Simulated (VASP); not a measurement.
## NbSnS4: single point with PBE

The system is NbSnS4.

```xyz
6
Lattice="4.3566 0.0000 0.0000 0.0000 4.3566 0.0000 0.0000 0.0000 6.3903" Properties=species:S:1:pos:R:3 pbc="T T T"
Nb    2.1783    2.1783    3.1952
Sn    0.0000    0.0000    0.0000
S     2.1783    0.0000    4.6478
S     0.0000    2.1783    1.7425
S     2.1783    0.0000    1.7425
S     0.0000    2.1783    4.6478
```

| Item | Value |
| --- | --- |
| Program | VASP 6.6.1 |
| Task | single point |
| Functional | PBE |
| Potentials or basis | VASP PAW PBE potentials, release 64 (Nb_sv, Sn_d, S) |
| Cutoff | 520 eV |
| k mesh | 4 × 4 × 4 |
| Occupations | gaussian, width 0.1 eV |
| Spin | no spin polarisation |
| Dipole correction | no |
| Further INCAR settings | ALGO = Normal; EDIFF = 1e-07; NBANDS = 34 |

| Quantity | Value |
| --- | --- |
| Pressure | -0.1 GPa |
| Largest force | 0.027 eV/Å |

Forces in eV/Å, atoms in the order of the input:
```
Nb   0.000  0.000  0.000
Sn   0.000  0.000  0.000
S    0.000  0.000 -0.027
S    0.000  0.000  0.027
S    0.000  0.000  0.027
S    0.000  0.000 -0.027
```

Levels at points of the mesh, in eV from the Fermi level:
| k point | band 22 | band 23 | band 24 | band 25 | band 26 | band 27 | band 28 | band 29 | band 30 | band 31 |
| --- | --- | --- | --- | --- | --- | --- | --- | --- | --- | --- |
| (0.00, 0.00, 0.00) | -0.83 | -0.83 | -0.67 | -0.67 | -0.12 | 0.39 | 1.06 | 2.59 | 2.59 | 2.75 |
| (0.50, 0.00, 0.00) | -2.22 | -2.07 | -1.68 | -0.25 | -0.12 | 0.05 | 0.30 | 1.73 | 2.64 | 3.71 |
| (0.50, 0.50, 0.00) | -1.40 | -1.40 | 0.00 | 0.29 | 0.46 | 0.80 | 2.30 | 2.58 | 2.58 | 3.68 |
| (0.00, 0.00, 0.50) | -1.64 | -1.08 | -0.38 | -0.38 | -0.13 | -0.11 | 0.13 | 2.73 | 2.73 | 2.94 |
| (0.50, 0.00, 0.50) | -3.07 | -2.77 | -2.65 | -2.41 | 0.04 | 1.23 | 1.41 | 2.17 | 3.16 | 3.42 |
| (0.50, 0.50, 0.50) | -2.49 | -0.57 | -0.02 | 0.11 | 0.35 | 0.37 | 0.70 | 1.79 | 1.79 | 3.86 |

Run time: 91 s on 1 thread of Intel Xeon 6975P-C (shared host), peak memory 0.25 GiB.

Caveat: the k points lie up to 0.36 Å⁻¹ apart; spin-orbit coupling is left out, which moves the levels of the heavy elements.
